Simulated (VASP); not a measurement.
# MgB2 (P6/mmm) in VASP: further runs

Runs on MgB2. Level: PBE. Tasks: relaxation of shape and atoms at fixed volume.

Program: VASP 6.6.1. These are calculated values, not measurements. Logs are shortened: lines on timing, memory, paths and dates and some standing lists are left out, and cuts for length are marked.

### 1 The cell of the first run

It takes space group P6/mmm (No. 191, hexagonal). The conventional cell has a = 2.966 Å, b = 2.966 Å, c = 3.334 Å, α = 90.00°, β = 90.00°, γ = 120.00°. Within 3.2 Å of Mg (site symmetry 6/mmm) lie 12 B at 2.39 Å and 6 Mg at 2.97 Å. Within 2.4 Å of B (site symmetry -6m2) lie 3 B at 1.71 Å and 6 Mg at 2.39 Å.

### 2 Relaxation of shape and atoms at fixed volume, PBE (8.47 Å³/atom)

File INCAR:

```
PREC = Accurate ; ENCUT = 600
EDIFF = 1E-6 ; ISMEAR = 0
SIGMA = 0.1 ; LREAL = F
LASPH = T ; NELM = 80
ALGO = Normal ; ISIF = 4
LWAVE = F ; LCHARG = F
GGA = PE ; IBRION = 2
NSW = 50 ; EDIFFG = -0.01
```

File KPOINTS:

```
Automatic mesh
0
Gamma
  18 18 12
```

File POSCAR:

```
MgB2
1.0
    2.9660046552      0.0000000000      0.0000000000
   -1.4830023276      2.5686353791      0.0000000000
    0.0000000000      0.0000000000      3.3336585676
Mg B
1 2
Direct
    0.0000000000      0.0000000000      0.0000000000
    0.3333333333      0.6666666667      0.5000000000
    0.6666666667      0.3333333333      0.5000000000
```

Potentials or basis: VASP PAW PBE potentials, release 64 (Mg, B).

Run with:

```sh
cat potpaw_PBE.64/Mg/POTCAR potpaw_PBE.64/B/POTCAR > POTCAR
mpirun -np 1 vasp_std > vasp.out
```

OUTCAR:

```text
PREC = Accurate
   ENCUT = 600
   EDIFF = 1E-6
   ISMEAR = 0
   LREAL = F
   LASPH = T
   NELM = 80
   ISIF = 4
   GGA = PE
   IBRION = 2
   NSW = 50
   EDIFFG = -0.01

 ion  position               nearest neighbor table
   1  0.000  0.000  0.000-   2 2.39   3 2.39   2 2.39   3 2.39   2 2.39   2 2.39   3 2.39   3 2.39
                             3 2.39   3 2.39   2 2.39   2 2.39
   2  0.333  0.667  0.500-   3 1.71   3 1.71   3 1.71   1 2.39   1 2.39   1 2.39   1 2.39   1 2.39
                             1 2.39
   3  0.667  0.333  0.500-   2 1.71   2 1.71   2 1.71   1 2.39   1 2.39   1 2.39   1 2.39   1 2.39
                             1 2.39

  LATTYP: Found a hexagonal cell.
 ALAT       =     2.9660046552
 C/A-ratio  =     1.1239559458

  Lattice vectors:

 A1 = (   2.9660046552,   0.0000000000,   0.0000000000)
 A2 = (  -1.4830023276,   2.5686353791,   0.0000000000)
 A3 = (   0.0000000000,   0.0000000000,   3.3336585676)

Analysis of symmetry for initial positions (statically):
=====================================================================
 Subroutine PRICEL returns:
 Original cell was already a primitive cell.

 Routine SETGRP: Setting up the symmetry group for a
 hexagonal supercell.

 Subroutine GETGRP returns: Found 24 space group operations
 (whereof 24 operations were pure point group operations)
 out of a pool of 24 trial point group operations.

The static configuration has the point symmetry D_6h.

Analysis of symmetry for dynamics (positions and initial velocities):
=====================================================================
 Subroutine PRICEL returns:
 Original cell was already a primitive cell.

 Routine SETGRP: Setting up the symmetry group for a
 hexagonal supercell.

 Subroutine GETGRP returns: Found 24 space group operations
 (whereof 24 operations were pure point group operations)
 out of a pool of 24 trial point group operations.

The dynamic configuration has the point symmetry D_6h.

 Subroutine INISYM returns: Found 24 space group operations
 (whereof 24 operations are pure point group operations),
 and found     1 'primitive' translations

----------------------------------------------------------------------------------------

                                     Primitive cell

  volume of cell :      25.3978

  direct lattice vectors                    reciprocal lattice vectors
     2.966004655  0.000000000  0.000000000     0.337153888  0.194655888  0.000000000
    -1.483002328  2.568635379  0.000000000     0.000000000  0.389311775  0.000000000
     0.000000000  0.000000000  3.333658568     0.000000000  0.000000000  0.299970732

  length of vectors
     2.966004655  2.966004655  3.333658568     0.389311775  0.389311775  0.299970732

  position of ions in fractional coordinates (direct lattice)
     0.000000000  0.000000000  0.000000000
     0.333333333  0.666666667  0.500000000
     0.666666667  0.333333333  0.500000000

  ion indices of the primitive-cell ions
   primitive index   ion index
                 1           1
                 2           2
                 3           3

----------------------------------------------------------------------------------------

 KPOINTS: Automatic mesh

Automatic generation of k-mesh.
 Grid dimensions read from file:
 generate k-points for:   18   18   12

 Generating k-lattice:

  Cartesian coordinates                     Fractional coordinates (reciprocal lattice)
     0.018730772  0.010814216  0.000000000     0.055555556  0.000000000  0.000000000
[... 67 lines left out ...]
   POTIM  = 0.5000    time-step for ionic-motion
   TEBEG  =    0.0;   TEEND  =   0.0 temperature during run
   PSTRESS=    0.0 pullay stress
   NELECT =       8.0000    total number of electrons
   NUPDOWN=      -1.0000    fix difference up-down
   EMIN   =  10.00;   EMAX   =-10.00  energy-range for DOS
   EFERMI =   0.00;   METHOD = LEGACY
   ISMEAR =     0;   SIGMA  =   0.10  broadening in eV -4-tet -1-fermi 0-gaus
   EFERMI_NEDOS =   21; number of points for ismear=-14 and -15
   IALGO  =     38    algorithm
   IMIX   =      4    mixing-type and parameters
     AMIX     =   0.40;   BMIX     =  1.00
     AMIX_MAG =   1.60;   BMIX_MAG =  1.00
  volume/ion in A,a.u.               =       8.47        57.13
  Fermi-wavevector in a.u.,A,eV,Ry     =   1.113883  2.104934 16.881238  1.240736
  Thomas-Fermi vector in A             =   2.250473
   LORBIT       =      0    0 simple, 1 ext, 2 COOP (PROOUT), +10 PAW based schemes
   GGA     = PE    functional components
   LHFCALC =     F    Hartree Fock is set to
   AEXX    =    0.0000 exact exchange contribution
   IVDW    =     0    specifies the selected vdW correction
   LEPSILON=     F    determine dielectric tensor
   LRPA    =     F    only Hartree local field effects (RPA)
 conjugate gradient relaxation of ions
 non-spin polarized calculation
 Gauss-broadening in eV      SIGMA  =   0.10
  energy-cutoff  :      600.00
  volume of cell :       25.40
 maximum number of plane-waves:       866
 NGX is ok and might be reduce to    24
   NGX = 11   NGY = 11   NGZ = 13

--------------------------------------- Ionic step        1  -------------------------------------------

 number of electron       8.0000000 magnetization

 Free energy of the ion-electron system (eV)
  ---------------------------------------------------
  ext. energy  EPLUGINS =         0.00000000
  ---------------------------------------------------
  free energy    TOTEN  =       -15.10402871 eV

  energy without entropy =      -15.10121487  energy(sigma->0) =      -15.10262179

------------------------ aborting loop because EDIFF is reached ----------------------------------------

  FORCE on cell =-STRESS in cart. coord.  units (eV):
  Direction    XX          YY          ZZ          XY          YZ          ZX
  --------------------------------------------------------------------------------------
  -------------------------------------------------------------------------------------
  Total        3.8498830      3.8498830      3.3993644     -0.0000000      0.0000000      0.0000000
  in kB      242.8637593    242.8637593    214.4435067     -0.0000000      0.0000000      0.0000000
  external PRESSURE =     233.3903418 kB  Pullay stress =       0.0000000 kB

 VOLUME and BASIS-vectors are now :
 -----------------------------------------------------------------------------
  energy-cutoff  :      600.00
  volume of cell :       25.40
      direct lattice vectors                 reciprocal lattice vectors
     2.966004655  0.000000000  0.000000000     0.337153888  0.194655888  0.000000000
    -1.483002328  2.568635379  0.000000000     0.000000000  0.389311775  0.000000000
     0.000000000  0.000000000  3.333658568     0.000000000  0.000000000  0.299970732

 POSITION                                       TOTAL-FORCE (eV/Angst)
 -----------------------------------------------------------------------------------
      0.00000      0.00000      0.00000        -0.000000      0.000000      0.000000
     -0.00000      1.71242      1.66683         0.000000      0.000000      0.000000
      1.48300      0.85621      1.66683        -0.000000      0.000000      0.000000
 -----------------------------------------------------------------------------------
    total drift:                                0.000000     -0.000000      0.000000

  FREE ENERGIE OF THE ION-ELECTRON SYSTEM (eV)
  ---------------------------------------------------
  free  energy   TOTEN  =       -15.1040287100 eV

  energy  without entropy=      -15.1012148690  energy(sigma->0) =      -15.10262179

--------------------------------------- Ionic step        2  -------------------------------------------

 number of electron       8.0000000 magnetization

 Free energy of the ion-electron system (eV)
  ---------------------------------------------------
  ext. energy  EPLUGINS =         0.00000000
  ---------------------------------------------------
  free energy    TOTEN  =       -15.10513348 eV

  energy without entropy =      -15.10210147  energy(sigma->0) =      -15.10361747

 E-fermi :   6.1971     XC(G=0): -11.4566

 val. band max:        6.1944425391   @ k =   0.2778   0.2222   0.4167
 cond. band min:       6.2079305865   @ k =   0.3333   0.2778   0.1667
 fundamental gap:      0.0134880474
 Fermi energy:         6.1970631556

 k-point     1 :       0.0000    0.0000    0.0000
  band No.  band energies     occupation
      1      -6.9833      2.00000
      2       3.3036      2.00000
      3       6.5638      0.00000
      4       6.5638      0.00000
      5       8.6239      0.00000
      6      12.8921      0.00000
      7      12.8921      0.00000
      8      15.4011      0.00000
[... 243 lines left out ...]
 k-point    24 :       0.3889    0.1111    0.0000
  band No.  band energies     occupation
      1      -3.2813      2.00000
      2      -1.2854      2.00000
      3       2.9231      2.00000
      4       6.5053      0.00001
      5      10.0246      0.00000
      6      11.1919      0.00000
      7      12.6448      0.00000
      8      15.2802      0.00000

 [... further k-points ...]

------------------------ aborting loop because EDIFF is reached ----------------------------------------

  FORCE on cell =-STRESS in cart. coord.  units (eV):
  Direction    XX          YY          ZZ          XY          YZ          ZX
  --------------------------------------------------------------------------------------
  -------------------------------------------------------------------------------------
  Total        3.6480616      3.6480616      3.6323461      0.0000000     -0.0000000      0.0000000
  in kB      230.1321767    230.1321767    229.1407877      0.0000000     -0.0000000      0.0000000
  external PRESSURE =     229.8017137 kB  Pullay stress =       0.0000000 kB

 VOLUME and BASIS-vectors are now :
 -----------------------------------------------------------------------------
  energy-cutoff  :      600.00
  volume of cell :       25.40
      direct lattice vectors                 reciprocal lattice vectors
     2.973184665  0.000000000  0.000000000     0.336339687  0.194185809  0.000000000
    -1.486592332  2.574853450  0.000000000     0.000000000  0.388371618  0.000000000
     0.000000000  0.000000000  3.317576957     0.000000000 -0.000000000  0.301424809

 POSITION                                       TOTAL-FORCE (eV/Angst)
 -----------------------------------------------------------------------------------
      2.97318      0.00000      0.00000         0.000000      0.000000      0.000000
     -0.00000      1.71657      1.65879         0.000000     -0.000000     -0.000000
      1.48659      0.85828      1.65879        -0.000000     -0.000000      0.000000
 -----------------------------------------------------------------------------------
    total drift:                                0.000000     -0.000000      0.000000

  FREE ENERGIE OF THE ION-ELECTRON SYSTEM (eV)
  ---------------------------------------------------
  free  energy   TOTEN  =       -15.1051334802 eV

  energy  without entropy=      -15.1021014672  energy(sigma->0) =      -15.10361747

 reached required accuracy - stopping structural energy minimisation
```

Wall time 74 s (1 thread of Intel Xeon Platinum 8259CL at 2.50GHz (Skylake/Cascade Lake), shared host); peak memory 0.21 GiB.

What came out:

* Free energy: -15.1051 eV
* Energy gained by relaxing: 0.4 meV/atom
* Ionic steps: 2
* Pressure after relaxing: 23.0 GPa
* Band gap on the k mesh: zero (bands 4 and 5 overlap by 4.33 eV)

The path:
| step | energy change (eV) | largest force (eV/Å) | pressure (GPa) | volume (Å³) |
| --- | --- | --- | --- | --- |
| 1 | 0.0000 | 0.0000 | 23.34 | 25.40 |
| 2 | -0.0011 | 0.0000 | 22.98 | 25.40 |

Final structure:
```
Mg B
1.0
     2.97318    0.00000    0.00000
    -1.48659    2.57485    0.00000
     0.00000    0.00000    3.31758
Mg B
1 2
Cartesian
  2.9732 0.0000 0.0000
  0.0000 1.7166 1.6588
  1.4866 0.8583 1.6588
```

(Part 1 of 2 ends here.)

The gap in the log of VASP goes by the Fermi energy; the results here count the filled bands.